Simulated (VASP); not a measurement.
Wanted: the native input for a VASP 6.6.1 run.

```
Task                   : single point
Functional             : PBE
Potentials or basis    : VASP PAW PBE potentials, release 64 (Cu, O)
Cutoff                 : 520 eV
k mesh                 : 16 × 16 × 10
Occupations            : gaussian, width 0.15 eV
Spin                   : no spin polarisation
Dipole correction      : no
Further INCAR settings : ALGO = Normal; EDIFF = 1e-07; NBANDS = 25
```

The structure of CuO lies in POSCAR:

```
CuO
1.0
    2.0814198224     -2.0824189793      0.1548170333
    2.0814198224      2.0824189793      0.1548170333
   -0.4035322497      0.0000000000      4.8785102086
Cu O
2 2
Direct
    0.0000000000      0.5000000000      0.0000000000
    0.5000000000      0.0000000000      0.5000000000
    0.5000828497      0.4999171503      0.2500000000
    0.4999171503      0.5000828497      0.7500000000
```

This cell differs from its parent crystal: strain +0.000 along x and y, -0.050 along z.

One way to write it, as run:

INCAR

```
SYSTEM = CuO
  PREC = Accurate
  ENCUT = 520
  EDIFF = 1E-7
  ISMEAR = 0
  SIGMA = 0.15
  LREAL = .False.
  LASPH = .True.
  NELM = 80
  ALGO = Normal
  ISIF = 2
  LWAVE = .False.
  LCHARG = .False.
  GGA = PE
  NBANDS = 25
```

KPOINTS

```
Automatic mesh
0
Gamma
  16 16 10
  0 0 0
```

Potentials or basis: VASP PAW PBE potentials, release 64 (Cu, O).

Run with:

```console
$ cat potpaw_PBE.64/Cu/POTCAR potpaw_PBE.64/O/POTCAR > POTCAR
$ mpirun -np 1 vasp_std > vasp.out
```

It gave:

```
Pressure               : 11.9 GPa
Largest force          : 0.069 eV/Å
Band gap on the k mesh : zero (bands 17 and 18 overlap by 1.35 eV)
```

Caveat: the cell differs from its parent crystal (strain +0.000 along x and y, -0.050 along z); the cell stands under pressure; semilocal functionals often make such compounds metallic where correlation or magnetic order opens a gap, which also shifts bond lengths.

Wall time 4.2 min on 1 thread of Intel(R) Xeon(R) 6975P-C (Granite Rapids), on a shared host, peak memory 0.64 GiB.
